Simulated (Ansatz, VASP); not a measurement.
# Two plane-wave programs on Pb

```
Pb
1.0
    -0.01299    2.48743    2.51098
     2.45352   -0.00075    2.49874
     2.43917    2.46084    0.01360
Pb
1
Direct
  0.00000 0.00000 0.00000
```

Change from the starting cell: cell strained at random at fixed volume.

Alike in both runs: functional BLYP; k mesh 7 × 7 × 7; occupations tetrahedron; collinear spin.

|  | VASP | Ansatz |
| --- | --- | --- |
| version | VASP 6.6.1 | Ansatz 0.2.0 |
| potentials or method | VASP PAW PBE potentials, release 64 (Pb_d) | SSSP precision PAW |
| plane-wave cutoff (eV) | 520 | 612 |
| valence electrons in the cell | 14 | 14 |
| task | single point | projected density of states |

Ansatz gave:

* gap on the k mesh at the Fermi level (eV): none
* pressure (GPa): 6.4
* traceless stress, the component that is largest in VASP (GPa): 0.22
* net moment per atom (μB): 0.00

Task: What did VASP give for the same quantities?

Result: gap on the k mesh at the Fermi level (eV): none; pressure (GPa): 6.5; traceless stress, the component that is largest in VASP (GPa): 0.22; net moment per atom (μB): 0.00.

VASP's potentials were made for PBE, not for BLYP. A gap of «none» marks a metal or a gap that the smearing closes.

Neither program's run includes spin-orbit coupling. Noted on Ansatz's run: the potentials were made for another functional, which shifts forces and pressure.
